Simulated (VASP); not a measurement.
CaCd3F8, 12 atoms in the cell. The structure is orthorhombic, space group Cmmm (No. 65). The conventional cell has a = 7.643 Å, b = 10.804 Å, c = 3.817 Å, α = 90.00°, β = 90.00°, γ = 90.00°. Within 3.1 Å of Cd (site symmetry mmm) lie 8 F at 2.34 Å. Cd (site symmetry 2/m) has 8 F at 2.34 Å within 3.1 Å. Within 3.1 Å of F (site symmetry m2m) lie 2 Cd at 2.34 Å and 2 Ca at 2.34 Å and 6 F at 2.70 to 2.71 Å. Within 3.1 Å of F (site symmetry m2m) lie 4 Cd at 2.34 Å and 6 F at 2.70 Å. F (site symmetry m) has 3 Cd at 2.34 Å and 1 Ca at 2.35 Å and 6 F at 2.70 to 2.71 Å within 3.1 Å. Ca (site symmetry mmm) has 8 F at 2.34 to 2.35 Å within 3.1 Å. 

* Program: VASP 6.6.1
* Task: single point
* Functional: PBE
* Potentials or basis: VASP PAW PBE potentials, release 64 (Cd, F, Ca_sv)
* Cutoff: 520 eV
* k mesh: 4 × 4 × 6
* Occupations: fermi-dirac, width 0.02 eV
* Spin: no spin polarisation
* Dipole correction: no
* Further INCAR settings: ALGO = Normal; EDIFF = 1e-06; NBANDS = 63

Potentials or basis: VASP PAW PBE potentials, release 64 (Cd, F, Ca_sv).

Run with:

```bash
$ cat potpaw_PBE.64/Cd/POTCAR potpaw_PBE.64/F/POTCAR potpaw_PBE.64/Ca_sv/POTCAR > POTCAR
$ mpirun -np 1 vasp_std > vasp.out
```

Hardware: 1 thread of Intel Xeon 8259CL (shared host).

Task: How long does it take, and how much memory?

Result: Wall time 11 min on 1 thread of Intel Xeon 8259CL, on a shared host, peak memory 0.39 GiB. Counts: scf iterations 17, k points 28.
